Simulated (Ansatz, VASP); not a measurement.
# One calculation of SiO2, two programs

```
Si O
1.0
     4.22095    0.00000    0.00000
     0.00000    4.22095    0.00000
     0.00000    0.00000    2.60053
Si O
2 4
Direct
  0.50000 0.50000 0.50000
  0.00000 0.00000 0.00000
  0.69301 0.69301 0.00000
  0.19301 0.80699 0.50000
  0.30699 0.30699 0.00000
  0.80699 0.19301 0.50000
```

Alike in both runs: task single point; functional PBE; k mesh 6 × 6 × 10; occupations gaussian, width 0.05 eV; no spin polarisation.

|  | VASP | Ansatz |
| --- | --- | --- |
| version | VASP 6.6.1 | Ansatz 0.2.0 |
| potentials or method | VASP PAW PBE potentials, release 64 (Si, O), cutoff 520 eV | scalar-relativistic, plane waves, PAW |
| valence electrons in the cell | 32 | 32 |

|  | VASP | Ansatz | Ansatz less VASP |
| --- | --- | --- | --- |
| gap on the k mesh at the Fermi level (eV) | 5.86 | 5.88 | +0.020 |
| least direct gap on the mesh (eV) | 5.86 | 5.88 | +0.020 |
| pressure (GPa) | 15.5 | 15.2 | -0.31 |
| traceless stress, the component that is largest in VASP (GPa) | 12.97 | 12.33 | -0.641 |
| rms of the force components (eV/Å) | 0.074 | 0.059 | -0.0145 |

Atom by atom the forces differ by 0.015 eV/Å (rms over components).
